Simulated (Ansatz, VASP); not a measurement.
# One calculation of Mg5ZnO6, two programs

The input INCAR:

```
ALGO = Normal
EDIFF = 1E-6
EDIFFG = -0.01
ENCUT = 600
GGA = PE
IBRION = 2
ISIF = 3
ISMEAR = 0
LASPH = T
LCHARG = F
LREAL = F
LWAVE = F
NELM = 100
NSW = 100
PREC = Accurate
SIGMA = 0.02
```

File KPOINTS:

```
k-points
0
Gamma
  8 8 2
```

File POSCAR:

```
Mg5ZnO6
1.0
    3.2674912649      0.0000000000      0.0000000000
    0.0000000000      3.2674912649      0.0000000000
    0.0000000000      0.0000000000     13.7837295854
Mg Zn O
5 1 6
Direct
    0.0000000000      0.0000000000      0.0000000000
    0.5000000000      0.5000000000      0.1669997793
    0.0000000000      0.0000000000      0.3340676856
    0.0000000000      0.0000000000      0.6659323144
    0.5000000000      0.5000000000      0.8330002207
    0.5000000000      0.5000000000      0.5000000000
    0.5000000000      0.0000000000      0.0834958367
    0.0000000000      0.5000000000      0.2505130972
    0.5000000000      0.0000000000      0.4156869494
    0.0000000000      0.5000000000      0.5843130506
    0.5000000000      0.0000000000      0.7494869028
    0.0000000000      0.5000000000      0.9165041633
```

Input for Ansatz:

```yaml
crystal:
  lattice:
    - [3.2674912649, 0.0, 0.0]
    - [0.0, 3.2674912649, 0.0]
    - [0.0, 0.0, 13.7837295854]
  atoms:
    - { symbol: Mg, position: [0.0, 0.0, 0.0] }
    - { symbol: Mg, position: [0.5, 0.5, 0.1669997793] }
    - { symbol: Mg, position: [0.0, 0.0, 0.3340676856] }
    - { symbol: Mg, position: [0.0, 0.0, 0.6659323144] }
    - { symbol: Mg, position: [0.5, 0.5, 0.8330002207] }
    - { symbol: Zn, position: [0.5, 0.5, 0.5] }
    - { symbol: O, position: [0.5, 0.0, 0.0834958367] }
    - { symbol: O, position: [0.0, 0.5, 0.2505130972] }
    - { symbol: O, position: [0.5, 0.0, 0.4156869494] }
    - { symbol: O, position: [0.0, 0.5, 0.5843130506] }
    - { symbol: O, position: [0.5, 0.0, 0.7494869028] }
    - { symbol: O, position: [0.0, 0.5, 0.9165041633] }
basis:
  ecutwfc: 420
kpoints:
  mp_grid: { grid: [8, 8, 2] }
hamiltonian:
  xc: pbe
scf:
  occupations: { method: gaussian, width: 0.02 }
output:
  forces: true
  stress: true
  eigenvalues: true
  write_density: true
  write_potential: true
  elf: true
  volumetric_format: npy
relax:
  adjacent_minimum: "off"
  f_tol: 0.01
  max_steps: 80
  cell: { stress_tol: 0.05 }
```

Alike in both runs: task relaxation of cell and atoms; functional PBE; k mesh 8 × 8 × 2; occupations gaussian, width 0.02 eV; no spin polarisation.

|  | VASP | Ansatz |
| --- | --- | --- |
| version | VASP 6.6.1 | Ansatz 0.2.0 |
| potentials or method | VASP PAW PBE potentials, release 64 (Mg, Zn, O), cutoff 600 eV | scalar-relativistic, plane waves, PAW |
| valence electrons in the cell | 58 | 98 |

VASP gave:

- gap on the k mesh at the Fermi level, each at its own relaxed structure (eV): 2.51
- relaxed volume (Å³/atom): 12.22
- relaxed length of the cell vector where the two differ most in proportion (Å): 13.756

Q: Which values does Ansatz return?

A: gap on the k mesh at the Fermi level, each at its own relaxed structure (eV): 2.51; relaxed volume (Å³/atom): 12.26; relaxed length of the cell vector where the two differ most in proportion (Å): 13.780.

VASP's potentials hold 58 valence electrons a cell and Ansatz's 98, so a difference there can come from the potentials and not from the codes.
